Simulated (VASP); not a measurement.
AlNi, 2 atoms in the cell. The structure is cubic, space group Pm-3m (No. 221). Conventional cell: a = 2.922 Å, b = 2.922 Å, c = 2.922 Å, α = 90.00°, β = 90.00°, γ = 90.00°. Within 3.3 Å of Al (site symmetry m-3m) lie 8 Ni at 2.53 Å and 6 Al at 2.92 Å. Ni (site symmetry m-3m) has 8 Al at 2.53 Å and 6 Ni at 2.92 Å within 3.3 Å.  This cell differs from its parent crystal: volume scaled by 1.03.

| Quantity | Value |
| --- | --- |
| Program | VASP 6.6.1 |
| Task | single point |
| Functional | PBE |
| Potentials or basis | VASP PAW PBE potentials, release 64 (Al, Ni) |
| Cutoff | 520 eV |
| k mesh | 14 × 14 × 14 |
| Occupations | gaussian, width 0.1 eV |
| Spin | no spin polarisation |
| Dipole correction | no |
| Further INCAR settings | ALGO = Normal; EDIFF = 1e-06; NBANDS = 14 |

Potentials or basis: VASP PAW PBE potentials, release 64 (Al, Ni).

Run with:

```console
$ cat potpaw_PBE.64/Al/POTCAR potpaw_PBE.64/Ni/POTCAR > POTCAR
$ mpirun -np 1 vasp_std > vasp.out
```

Hardware: 1 thread of AMD EPYC 9R45 96-Core Processor (Zen 5), with other jobs on the host.

Problem. How long does it take, and how much memory?

Solution. Run time: 18 s on 1 thread of AMD EPYC 9R45 96-Core Processor (Zen 5), with other jobs on the host, peak memory 0.13 GiB. Counts: scf iterations 12, k points 120.
